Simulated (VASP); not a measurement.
Write the native input for VASP 6.6.1 that does the following.

| Quantity | Value |
| --- | --- |
| Task | single point |
| Functional | PBE |
| Potentials or basis | VASP PAW PBE potentials, release 64 (Sr_sv, O) |
| Cutoff | 520 eV |
| k mesh | 9 × 9 × 4 |
| Occupations | gaussian, width 0.05 eV |
| Spin | no spin polarisation |
| Dipole correction | no |
| Further INCAR settings | ALGO = Normal; EDIFF = 1e-07; NBANDS = 24 |

The structure of SrO lies in POSCAR:

```
SrO
1.0
    3.6366829075      0.0000000000      0.0000000000
   -1.8183414538      3.1494597834      0.0000000000
    0.0000000000      0.0000000000      6.3468734168
Sr O
2 2
Direct
    0.3333333333      0.6666666667      0.2500000000
    0.6666666667      0.3333333333      0.7500000000
    0.0000000000      0.0000000000      0.0000000000
    0.0000000000      0.0000000000      0.5000000000
```

This cell differs from its parent crystal: the cell strained.

The input as run:

INCAR

```
PREC     = Accurate       # precision mode
ENCUT    = 520            # plane-wave cutoff, eV
EDIFF    = 1E-7           # SCF threshold, eV
ISMEAR   = 0              # smearing method
SIGMA    = 0.05           # smearing width, eV
LREAL    = False          # projectors in reciprocal space
LASPH    = True           # aspherical terms in the spheres
NELM     = 100            # most SCF steps
ALGO     = Normal         # electronic algorithm
ISIF     = 2              # what is computed and relaxed
LWAVE    = False          # write WAVECAR
LCHARG   = True           # write CHGCAR
GGA      = PE             # functional
LELF     = True           # ELF
LVHAR    = True         
NBANDS   = 24             # bands
```

KPOINTS

```
regular mesh
0
Gamma
  9 9 4
```

Potentials or basis: VASP PAW PBE potentials, release 64 (Sr_sv, O).

Run with:

```bash
$ cat potpaw_PBE.64/Sr_sv/POTCAR potpaw_PBE.64/O/POTCAR > POTCAR
$ mpirun -np 1 vasp_std > vasp.out
```

Results of the run:

| Quantity | Value |
| --- | --- |
| Pressure | -3.2 GPa |
| Band gap on the k mesh | 2.70 eV |

Caveat: the cell differs from its parent crystal (the cell strained); the cell stands under tension; an odd mesh through Γ misses points on the zone boundary, where band edges can lie.

Run time: 27 s on 1 thread of Intel(R) Xeon(R) 6975P-C (Granite Rapids), on a shared host, peak memory 0.21 GiB.
